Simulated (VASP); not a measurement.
# GaN in VASP: further runs

GaN is run at these levels: r2SCAN; tasks: single point.

Everything below comes from runs of VASP 6.6.1. Logs are shortened: lines on timing, memory, paths and dates and some standing lists are left out, and cuts for length are marked.

## 1. The cell of the first run

It takes space group I-4m2 (No. 119, tetragonal). Conventional cell: a = 3.180 Å, b = 3.180 Å, c = 4.459 Å, α = 90.00°, β = 90.00°, γ = 90.00°. Ga (site symmetry -4m2) has 4 N at 1.94 Å within 2.6 Å. N (site symmetry -4m2) has 4 Ga at 1.94 Å within 2.6 Å.

## 2. Single point, r2SCAN (uniaxial x strain -0.9%)

POSCAR reads:

```
GaN
1.0
    0.0000000000      2.2489526240      2.2489526240
    2.2296116314      0.0000000000      2.2489526240
    2.2296116314      2.2489526240      0.0000000000
Ga N
1 1
Direct
    0.0000000000      0.0000000000      0.0000000000
    0.7500000000      0.7500000000      0.7500000000
```

INCAR.step1 reads:

```
SYSTEM = GaN
PREC = Accurate ; ENCUT = 520
ISMEAR = 0 ; SIGMA = 0.01
LREAL = .False. ; LASPH = .True.
NELM = 100 ; NBANDS = 16
GGA = PE ; ALGO = Normal
EDIFF = 1E-4 ; LWAVE = .True.
LCHARG = .False.
```

INCAR.step2 reads:

```
SYSTEM = GaN
PREC = Accurate ; ENCUT = 520
EDIFF = 1E-6 ; ISMEAR = 0
SIGMA = 0.01 ; LREAL = .False.
LASPH = .True. ; NELM = 100
ALGO = Normal ; ISIF = 2
LWAVE = .False. ; LCHARG = .False.
METAGGA = R2SCAN ; LMIXTAU = .True.
NBANDS = 16 ; ISTART = 1
```

KPOINTS reads:

```
Automatic mesh
0
Gamma
  10 10 10
  0 0 0
```

Potentials or basis: VASP PAW PBE potentials, release 64 (Ga_d, N).

Started as:

```sh
> cat potpaw_PBE.64/Ga_d/POTCAR potpaw_PBE.64/N/POTCAR > POTCAR
> cp INCAR.step1 INCAR
> mpirun -np 1 vasp_std > vasp.out
> cp INCAR.step2 INCAR
> mpirun -np 1 vasp_std > vasp.out
```

OUTCAR:

```text
SYSTEM = GaN
   PREC = Accurate
   ENCUT = 520
   EDIFF = 1E-6
   ISMEAR = 0
   LREAL = .False.
   LASPH = .True.
   NELM = 100
   ISIF = 2
   METAGGA = R2SCAN
   ISTART = 1

 ion  position               nearest neighbor table
   1  0.000  0.000  0.000-   2 1.94   2 1.94   2 1.94   2 1.94
   2  0.750  0.750  0.750-   1 1.94   1 1.94   1 1.94   1 1.94

  LATTYP: Found a body centered tetragonal cell.
 ALAT       =     3.1804993020
 C/A-ratio  =     1.4020513257

  Lattice vectors:

 A1 = (  -2.2296116314,   0.0000000000,  -2.2489526240)
 A2 = (  -2.2296116314,   0.0000000000,   2.2489526240)
 A3 = (   2.2296116314,   2.2489526240,   0.0000000000)

Analysis of symmetry for initial positions (statically):
=====================================================================
 Subroutine PRICEL returns:
 Original cell was already a primitive cell.

 Routine SETGRP: Setting up the symmetry group for a
 body centered tetragonal supercell.

 Subroutine GETGRP returns: Found  8 space group operations
 (whereof  8 operations were pure point group operations)
 out of a pool of 16 trial point group operations.

The static configuration has the point symmetry D_2d.

Analysis of symmetry for dynamics (positions and initial velocities):
=====================================================================
 Subroutine PRICEL returns:
 Original cell was already a primitive cell.

 Routine SETGRP: Setting up the symmetry group for a
 body centered tetragonal supercell.

 Subroutine GETGRP returns: Found  8 space group operations
 (whereof  8 operations were pure point group operations)
 out of a pool of 16 trial point group operations.

The dynamic configuration has the point symmetry D_2d.

 Subroutine INISYM returns: Found  8 space group operations
 (whereof  8 operations are pure point group operations),
 and found     1 'primitive' translations

----------------------------------------------------------------------------------------

                                     Primitive cell

  volume of cell :      22.5538

  direct lattice vectors                    reciprocal lattice vectors
     0.000000000  2.248952624  2.248952624    -0.224254302  0.222325715  0.222325715
     2.229611631  0.000000000  2.248952624     0.224254302 -0.222325715  0.222325715
     2.229611631  2.248952624  0.000000000     0.224254302  0.222325715 -0.222325715

  length of vectors
     3.180499302  3.166852686  3.166852686     0.386196115  0.386196115  0.386196115

  position of ions in fractional coordinates (direct lattice)
     0.000000000  0.000000000  0.000000000
     0.750000000  0.750000000  0.750000000

  ion indices of the primitive-cell ions
   primitive index   ion index
                 1           1
                 2           2

----------------------------------------------------------------------------------------

 KPOINTS: Automatic mesh

Automatic generation of k-mesh.
 Grid dimensions read from file:
 generate k-points for:   10   10   10

 Generating k-lattice:

  Cartesian coordinates                     Fractional coordinates (reciprocal lattice)
    -0.022425430  0.022232571  0.022232571     0.100000000  0.000000000  0.000000000
     0.022425430 -0.022232571  0.022232571     0.000000000  0.100000000  0.000000000
     0.022425430  0.022232571 -0.022232571     0.000000000  0.000000000  0.100000000

  Length of vectors
     0.038619611  0.038619611  0.038619611

  Shift w.r.t. Gamma in fractional coordinates (k-lattice)
     0.000000000  0.000000000  0.000000000

 Subroutine IBZKPT returns following result:
 ===========================================

 Found    102 irreducible k-points:

 Following reciprocal coordinates:
            Coordinates               Weight
  0.000000  0.000000  0.000000      1.000000
  0.100000  0.000000  0.000000      8.000000
  0.200000  0.000000  0.000000      8.000000
  0.300000  0.000000  0.000000      8.000000
  0.400000 -0.000000 -0.000000      8.000000
  0.500000 -0.000000 -0.000000      4.000000
[... 16 lines left out ...]
  0.300000  0.300000  0.000000      4.000000
  0.400000  0.300000 -0.000000     16.000000
 [... further k-points ...]
   k-points           NKPTS =    102   k-points in BZ     NKDIM =    102   number of bands    NBANDS=     16
   number of dos      NEDOS =    301   number of ions     NIONS =      2
   total plane-waves  NPLWV =  13824
   dimension x,y,z NGX =    24 NGY =   24 NGZ =   24
   dimension x,y,z NGXF=    48 NGYF=   48 NGZF=   48
   ions per type =               1   1
   NGX,Y,Z   is equivalent  to a cutoff of  12.54, 12.60, 12.60 a.u.
   NGXF,Y,Z  is equivalent  to a cutoff of  25.09, 25.20, 25.20 a.u.
 SYSTEM =  GaN
   PREC   = accura    normal or accurate (medium, high low for compatibility)
   ISTART =      1    job   : 0-new  1-cont  2-samecut
   ICHARG =      0    charge: 1-file 2-atom 10-const
   ISPIN  =      1    spin polarized calculation?
   LNONCOLLINEAR =      F non collinear calculations
   LSORBIT =      F    spin-orbit coupling
   LASPH  =      T    aspherical Exc in radial PAW
   ENCUT  =  520.0 eV  38.22 Ry    6.18 a.u.   5.91  5.89  5.89*2*pi/ulx,y,z
   NELM   =    100;   NELMIN=  2; NELMDL=  0     # of ELM steps
   EDIFF  = 0.1E-05   stopping-criterion for ELM
   LREAL  =      F    real-space projection
   EDIFFG = 0.1E-04   stopping-criterion for IOM
   NSW    =      0    number of steps for IOM
   IBRION =     -1    ionic relax: 0-MD 1-quasi-New 2-CG
   NFREE  =      0    steps in history (QN), initial steepest desc. (CG)
   ISIF   =      2    stress and relaxation
   ISYM   =      2    0-nonsym 1-usesym 2-fastsym
   POTIM  = 0.5000    time-step for ionic-motion
   TEBEG  =    0.0;   TEEND  =   0.0 temperature during run
   PSTRESS=    0.0 pullay stress
   NELECT =      18.0000    total number of electrons
   NUPDOWN=      -1.0000    fix difference up-down
   EMIN   =  10.00;   EMAX   =-10.00  energy-range for DOS
   EFERMI =   0.00;   METHOD = LEGACY
   ISMEAR =     0;   SIGMA  =   0.01  broadening in eV -4-tet -1-fermi 0-gaus
   EFERMI_NEDOS =   21; number of points for ismear=-14 and -15
   IALGO  =     38    algorithm
   IMIX   =      4    mixing-type and parameters
     AMIX     =   0.40;   BMIX     =  1.00
     AMIX_MAG =   1.60;   BMIX_MAG =  1.00
  volume/ion in A,a.u.               =      11.28        76.10
  Fermi-wavevector in a.u.,A,eV,Ry     =   1.518538  2.869621 31.374467  2.305958
  Thomas-Fermi vector in A             =   2.627645
   LORBIT       =      0    0 simple, 1 ext, 2 COOP (PROOUT), +10 PAW based schemes
   METAGGA = R2SCAN    functional components
   LHFCALC =     F    Hartree Fock is set to
   AEXX    =    0.0000 exact exchange contribution
   IVDW    =     0    specifies the selected vdW correction
   LEPSILON=     F    determine dielectric tensor
   LRPA    =     F    only Hartree local field effects (RPA)
 non-spin polarized calculation
 Gauss-broadening in eV      SIGMA  =   0.01
  energy-cutoff  :      520.00
  volume of cell :       22.55
 maximum number of plane-waves:       620
   NGX = 11   NGY = 11   NGZ = 11

 number of electron      18.0000013 magnetization

 Free energy of the ion-electron system (eV)
  ---------------------------------------------------
  ext. energy  EPLUGINS =         0.00000000
  ---------------------------------------------------
  free energy    TOTEN  =       -21.89334626 eV

  energy without entropy =      -21.89334626  energy(sigma->0) =      -21.89334626

 E-fermi :   5.3548     XC(G=0): -12.7217

 val. band max:        5.2039609474   @ k =   0.0000   0.0000   0.0000
 cond. band min:       7.3945932768   @ k =   0.0000   0.0000   0.0000
 fundamental gap:      2.1906323294
 Fermi energy:         5.3547632253

 k-point     1 :       0.0000    0.0000    0.0000
  band No.  band energies     occupation
      1     -11.6808      2.00000
      2      -8.6683      2.00000
      3      -8.6683      2.00000
      4      -8.6591      2.00000
      5      -8.2987      2.00000
      6      -8.2981      2.00000
[... 8 lines left out ...]
     15      24.9224      0.00000
     16      24.9224      0.00000

 k-point     2 :       0.1000    0.0000    0.0000
  band No.  band energies     occupation
      1     -11.5669      2.00000
      2      -8.6535      2.00000
      3      -8.6480      2.00000
      4      -8.6249      2.00000
      5      -8.2997      2.00000
      6      -8.2996      2.00000
[... 8 lines left out ...]
     15      23.5851      0.00000
     16      23.8200      0.00000

 k-point     3 :       0.2000    0.0000    0.0000
  band No.  band energies     occupation
      1     -11.2743      2.00000
      2      -8.6187      2.00000
      3      -8.6125      2.00000
      4      -8.4655      2.00000
      5      -8.2990      2.00000
      6      -8.2978      2.00000
[... 8 lines left out ...]
     15      22.7434      0.00000
     16      22.8912      0.00000

 k-point     4 :       0.3000    0.0000    0.0000
  band No.  band energies     occupation
      1     -10.9438      2.00000
      2      -8.5866      2.00000
      3      -8.5799      2.00000
      4      -8.2868      2.00000
      5      -8.2834      2.00000
      6      -8.0884      2.00000
[... 8 lines left out ...]
     15      23.3592      0.00000
     16      23.3875      0.00000
[... 324 lines left out ...]
 k-point    22 :      -0.2000    0.2000   -0.0000
  band No.  band energies     occupation
      1     -10.8403      2.00000
      2      -8.5639      2.00000
      3      -8.5503      2.00000
      4      -8.3236      2.00000
      5      -8.3161      2.00000
      6      -7.9114      2.00000
[... 8 lines left out ...]
     15      23.6954      0.00000
     16      26.8862      0.00000

 k-point    23 :       0.3000    0.3000    0.0000
  band No.  band energies     occupation
      1     -10.7433      2.00000
      2      -8.4877      2.00000
      3      -8.4595      2.00000
      4      -8.4551      2.00000
      5      -8.2453      2.00000
      6      -7.9193      2.00000
[... 8 lines left out ...]
     15      28.1530      0.00000
     16      29.0234      0.00000

 k-point    24 :       0.4000    0.3000   -0.0000
  band No.  band energies     occupation
      1     -10.5913      2.00000
      2      -8.5067      2.00000
      3      -8.4195      2.00000
      4      -8.4147      2.00000
      5      -8.2352      2.00000
      6      -7.4977      2.00000
[... 8 lines left out ...]
     15      28.5670      0.00000
     16      28.9197      0.00000

 [... further k-points ...]
[... 5 lines left out ...]
  --------------------------------------------------------------------------------------
  -------------------------------------------------------------------------------------
  Total        0.5067103      0.3509680      0.3509680      0.0000000      0.0000000      0.0000000
  in kB       35.9956867     24.9320662     24.9320662      0.0000000      0.0000000      0.0000000
  external PRESSURE =      28.6199397 kB  Pullay stress =       0.0000000 kB

 VOLUME and BASIS-vectors are now :
 -----------------------------------------------------------------------------
  energy-cutoff  :      520.00
  volume of cell :       22.55
      direct lattice vectors                 reciprocal lattice vectors
     0.000000000  2.248952624  2.248952624    -0.224254302  0.222325715  0.222325715
     2.229611631  0.000000000  2.248952624     0.224254302 -0.222325715  0.222325715
     2.229611631  2.248952624  0.000000000     0.224254302  0.222325715 -0.222325715

 POSITION                                       TOTAL-FORCE (eV/Angst)
 -----------------------------------------------------------------------------------
      0.00000      0.00000      0.00000         0.000000     -0.000000     -0.000000
      3.34442      3.37343      3.37343        -0.000000      0.000000      0.000000
 -----------------------------------------------------------------------------------
    total drift:                               -0.000006     -0.000008     -0.000009

  FREE ENERGIE OF THE ION-ELECTRON SYSTEM (eV)
  ---------------------------------------------------
  free  energy   TOTEN  =       -21.8933462631 eV

  energy  without entropy=      -21.8933462631  energy(sigma->0) =      -21.89334626
```

Run time: 3.3 min. Hardware: 1 thread of AMD EPYC 7R43 (Zen 3), shared host; peak memory 0.14 GiB.

What came out:

```
Free energy            : -21.8933 eV
Pressure               : 2.9 GPa
Band gap on the k mesh : 2.19 eV, direct
```

Levels at points of the mesh, in eV from the valence-band top:
```csv
k point,band 6,band 7,band 8,band 9,band 10,band 11,band 12,band 13
"(0.00, 0.00, 0.00)",-13.50,-0.04,-0.04,0.00,2.19,11.06,11.08,11.08
"(0.50, 0.00, 0.00)",-12.37,-7.28,-1.08,-1.01,5.24,9.49,10.98,11.12
"(0.50, 0.50, 0.00)",-12.01,-6.34,-2.84,-2.84,3.77,7.35,12.62,14.99
"(0.00, 0.50, 0.50)",-11.96,-6.24,-2.91,-2.91,3.71,7.21,12.75,15.05
```

Caveat: the cell differs from its parent crystal (uniaxial x strain -0.9%); the PAW data sets were made with another functional, which shifts forces and pressure a little.

(Continued in part 2 of 2.)
